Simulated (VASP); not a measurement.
# AlN (P6_3/mmc) in VASP: notebook, part 2 of 2

VASP 6.6.1. The steps go on from the part before.

### 3 Single point, PBEsol

This run uses another cell than the first one, of 9.77 Å³/atom, 1.007 times its volume.

Input file INCAR:

```
SYSTEM = AlN
PREC = Accurate ; ENCUT = 520
EDIFF = 1E-6 ; ISMEAR = -1
SIGMA = 0.02 ; LREAL = .FALSE.
LASPH = .TRUE. ; NELM = 60
ALGO = Normal ; ISIF = 2
LWAVE = .FALSE. ; LCHARG = .FALSE.
GGA = PS ; NBANDS = 16
```

Input file KPOINTS:

```
regular mesh
0
G
  12 12 6
  0 0 0
```

Input file POSCAR:

```
AlN
1.0
    3.3016034795      0.0000000000      0.0000000000
   -1.6508017398      2.8592724865      0.0000000000
    0.0000000000      0.0000000000      4.1409803751
Al N
2 2
Direct
    0.3333333333      0.6666666667      0.2500000000
    0.6666666667      0.3333333333      0.7500000000
    0.6666666667      0.3333333333      0.2500000000
    0.3333333333      0.6666666667      0.7500000000
```

Potentials or basis: VASP PAW PBE potentials, release 64 (Al, N).

Command:

```sh
cat potpaw_PBE.64/Al/POTCAR potpaw_PBE.64/N/POTCAR > POTCAR
mpirun -np 1 vasp_std > vasp.out
```

OUTCAR:

```text
SYSTEM = AlN
   PREC = Accurate
   ENCUT = 520
   EDIFF = 1E-6
   ISMEAR = -1
   LREAL = .FALSE.
   LASPH = .TRUE.
   NELM = 60
   ISIF = 2
   GGA = PS

 ion  position               nearest neighbor table
   1  0.333  0.667  0.250-   3 1.91   3 1.91   3 1.91   4 2.07   4 2.07   2 2.81   2 2.81   2 2.81
                             2 2.81   2 2.81   2 2.81
   2  0.667  0.333  0.750-   4 1.91   4 1.91   4 1.91   3 2.07   3 2.07   1 2.81   1 2.81   1 2.81
                             1 2.81   1 2.81   1 2.81
   3  0.667  0.333  0.250-   1 1.91   1 1.91   1 1.91   2 2.07   2 2.07
   4  0.333  0.667  0.750-   2 1.91   2 1.91   2 1.91   1 2.07   1 2.07

[... 660 lines left out ...]
  -------------------------------------------------------------------------------------
  Total       -0.0116631     -0.0116631     -0.0198587      0.0000000      0.0000000     -0.0000000
  in kB       -0.4780164     -0.4780164     -0.8139123      0.0000000      0.0000000     -0.0000000
  external PRESSURE =      -0.5899817 kB  Pullay stress =       0.0000000 kB

 VOLUME and BASIS-vectors are now :
 -----------------------------------------------------------------------------
  energy-cutoff  :      520.00
  volume of cell :       39.09
      direct lattice vectors                 reciprocal lattice vectors
     3.301603480  0.000000000  0.000000000     0.302883131  0.174869657  0.000000000
    -1.650801740  2.859272487  0.000000000     0.000000000  0.349739315  0.000000000
     0.000000000  0.000000000  4.140980375     0.000000000  0.000000000  0.241488708

 POSITION                                       TOTAL-FORCE (eV/Angst)
 -----------------------------------------------------------------------------------
     -0.00000      1.90618      1.03525         0.000000      0.000000      0.000000
      1.65080      0.95309      3.10574        -0.000000      0.000000      0.000000
      1.65080      0.95309      1.03525        -0.000000     -0.000000      0.000000
     -0.00000      1.90618      3.10574        -0.000000      0.000000      0.000000
 -----------------------------------------------------------------------------------
    total drift:                                0.000000     -0.000000      0.000000

  FREE ENERGIE OF THE ION-ELECTRON SYSTEM (eV)
  ---------------------------------------------------
  free  energy   TOTEN  =       -30.9458499819 eV

  energy  without entropy=      -30.9458499819  energy(sigma->0) =      -30.94584998
```

Run time: 38 s. Hardware: 1 thread of Intel Xeon Platinum 8259CL at 2.50GHz (Skylake/Cascade Lake), shared host; peak memory 0.18 GiB.

What came out:

| Item | Value |
| --- | --- |
| Free energy | -30.9458 eV |
| Pressure | -0.1 GPa |
| Band gap on the k mesh | 3.34 eV, direct |

Levels at points of the mesh, in eV from the valence-band top:
| k point | band 6 | band 7 | band 8 | band 9 | band 10 | band 11 |
| --- | --- | --- | --- | --- | --- | --- |
| (0.00, 0.00, 0.00) | -1.60 | -1.60 | 0.00 | 3.34 | 4.48 | 8.21 |
| (0.50, 0.00, 0.00) | -4.27 | -2.96 | -1.41 | 3.81 | 7.15 | 7.26 |
| (0.00, 0.00, 0.50) | -2.51 | -2.51 | -2.51 | 5.70 | 5.70 | 8.37 |
| (0.50, 0.00, 0.50) | -3.28 | -1.76 | -1.76 | 5.05 | 5.05 | 9.45 |

Caveat: the PAW data sets were made with another functional, which shifts forces and pressure a little.

### 4 Single point, PBE

This run uses another cell than the first one, of 9.96 Å³/atom, 1.026 times its volume.

Input file INCAR:

```
SYSTEM = AlN
PREC = Accurate ; ENCUT = 520
EDIFF = 1E-7 ; ISMEAR = -1
SIGMA = 0.02 ; LREAL = .False.
LASPH = .True. ; NELM = 80
ALGO = Normal ; ISIF = 2
LWAVE = .False. ; LCHARG = .False.
GGA = PE ; NBANDS = 16
```

Input file KPOINTS:

```
regular mesh
0
Gamma
  12 12 6
  0 0 0
```

Input file POSCAR:

```
AlN
1.0
    3.3144687359      0.0000000000      0.0000000000
   -1.6572343680      2.8704141254      0.0000000000
    0.0000000000      0.0000000000      4.1862269413
Al N
2 2
Direct
    0.3333333333      0.6666666667      0.2500000000
    0.6666666667      0.3333333333      0.7500000000
    0.6666666667      0.3333333333      0.2500000000
    0.3333333333      0.6666666667      0.7500000000
```

Command:

```sh
cat potpaw_PBE.64/Al/POTCAR potpaw_PBE.64/N/POTCAR > POTCAR
mpirun -np 1 vasp_std > vasp.out
```

It took 42 s on 1 thread of Intel Xeon Platinum 8259CL at 2.50GHz (Skylake/Cascade Lake), shared host; peak memory 0.18 GiB.

It converged, with:

| Quantity | Value |
| --- | --- |
| Free energy | -29.3189 eV |
| Pressure | -0.3 GPa |
| Band gap on the k mesh | 3.26 eV, direct |

Stress tensor (GPa, compression positive):
```
-0.34  0.00  0.00
 0.00 -0.34  0.00
 0.00  0.00 -0.10
```

Levels at points of the mesh, in eV from the valence-band top:
```
           k point  band 4  band 5  band 6  band 7  band 8  band 9  band 10  band 11  band 12  band 13
(0.00, 0.00, 0.00)   -3.26   -3.26   -1.60   -1.60    0.00    3.26     4.39     8.23     8.23    11.23
(0.50, 0.00, 0.00)   -4.71   -4.47   -4.30   -2.87   -1.45    3.88     7.08     7.22     9.21     9.33
(0.00, 0.00, 0.50)   -3.72   -2.47   -2.47   -2.47   -2.47    5.65     5.65     8.42     8.42     8.42
(0.50, 0.00, 0.50)   -7.24   -3.24   -3.24   -1.73   -1.73    5.07     5.07     9.26     9.26    11.38
```

### 5 Single point, r2SCAN

Input file POSCAR:

```
AlN
1.0
    3.2923469533      0.0000000000      0.0000000000
   -1.6461734767      2.8512560996      0.0000000000
    0.0000000000      0.0000000000      4.1369585597
Al N
2 2
Direct
    0.3333333333      0.6666666667      0.2500000000
    0.6666666667      0.3333333333      0.7500000000
    0.6666666667      0.3333333333      0.2500000000
    0.3333333333      0.6666666667      0.7500000000
```

Input file INCAR.step1:

```
SYSTEM = AlN
PREC = Accurate
ENCUT = 520
ISMEAR = -1
SIGMA = 0.02
LREAL = .False.
LASPH = .True.
NELM = 100
NBANDS = 16
GGA = PE
ALGO = Normal
EDIFF = 1E-4
LWAVE = .True.
LCHARG = .False.
```

Input file INCAR.step2:

```
SYSTEM = AlN
PREC = Accurate
ENCUT = 520
EDIFF = 1E-6
ISMEAR = -1
SIGMA = 0.02
LREAL = .False.
LASPH = .True.
NELM = 100
ALGO = Normal
ISIF = 2
LWAVE = .False.
LCHARG = .False.
METAGGA = R2SCAN
LMIXTAU = .True.
NBANDS = 16
ISTART = 1
```

KPOINTS is that of step 4.

Command:

```sh
cat potpaw_PBE.64/Al/POTCAR potpaw_PBE.64/N/POTCAR > POTCAR
cp INCAR.step1 INCAR
mpirun -np 1 vasp_std > vasp.out
cp INCAR.step2 INCAR
mpirun -np 1 vasp_std > vasp.out
```

Wall time 94 s (1 thread of Intel Xeon Platinum 8259CL at 2.50GHz (Skylake/Cascade Lake), shared host); peak memory 0.17 GiB.

Results (log left out):

* Free energy: -38.0123 eV
* Pressure: -0.6 GPa
* Band gap on the k mesh: 4.06 eV, direct

Stress tensor (GPa, compression positive):
```
-0.46  0.00  0.00
 0.00 -0.46  0.00
 0.00  0.00 -0.82
```

Levels at points of the mesh, in eV from the valence-band top:
| k point | band 5 | band 6 | band 7 | band 8 | band 9 | band 10 | band 11 | band 12 |
| --- | --- | --- | --- | --- | --- | --- | --- | --- |
| (0.00, 0.00, 0.00) | -3.48 | -1.71 | -1.71 | 0.00 | 4.06 | 5.40 | 9.16 | 9.16 |
| (0.50, 0.00, 0.00) | -4.73 | -4.38 | -3.02 | -1.49 | 4.62 | 7.96 | 8.14 | 9.92 |
| (0.00, 0.00, 0.50) | -2.64 | -2.64 | -2.64 | -2.64 | 6.49 | 6.49 | 9.28 | 9.28 |
| (0.50, 0.00, 0.50) | -3.41 | -3.41 | -1.82 | -1.82 | 5.82 | 5.82 | 10.42 | 10.42 |

Caveat: the PAW data sets were made with another functional, which shifts forces and pressure a little.

### 6 Overview

```csv
level,potentials or basis,cell,smearing,gap on the mesh (eV),pressure (GPa)
LDA,"VASP PAW LDA potentials, release 64 (Al, N)","a = 3.292, b = 3.292, c = 4.137 Å, angles 90.0, 90.0, 120.0°, 4 atoms",gaussian 0.01 eV,3.48,-3.5
PBEsol,"VASP PAW PBE potentials, release 64 (Al, N)","a = 3.302, b = 3.302, c = 4.141 Å, angles 90.0, 90.0, 120.0°, 4 atoms",fermi-dirac 0.02 eV,3.34,-0.1
PBE,"VASP PAW PBE potentials, release 64 (Al, N)","a = 3.314, b = 3.314, c = 4.186 Å, angles 90.0, 90.0, 120.0°, 4 atoms",fermi-dirac 0.02 eV,3.26,-0.3
r2SCAN,"VASP PAW PBE potentials, release 64 (Al, N)","a = 3.292, b = 3.292, c = 4.137 Å, angles 90.0, 90.0, 120.0°, 4 atoms",fermi-dirac 0.02 eV,4.06,-0.6
```

Alike in all rows: task single point; no spin polarisation; k mesh 12 × 12 × 6; cutoff (eV) 520.

Caveats: the PAW data sets were made with another functional, which shifts forces and pressure a little (some runs).

Absolute energies hang on the potentials; compare differences alone.
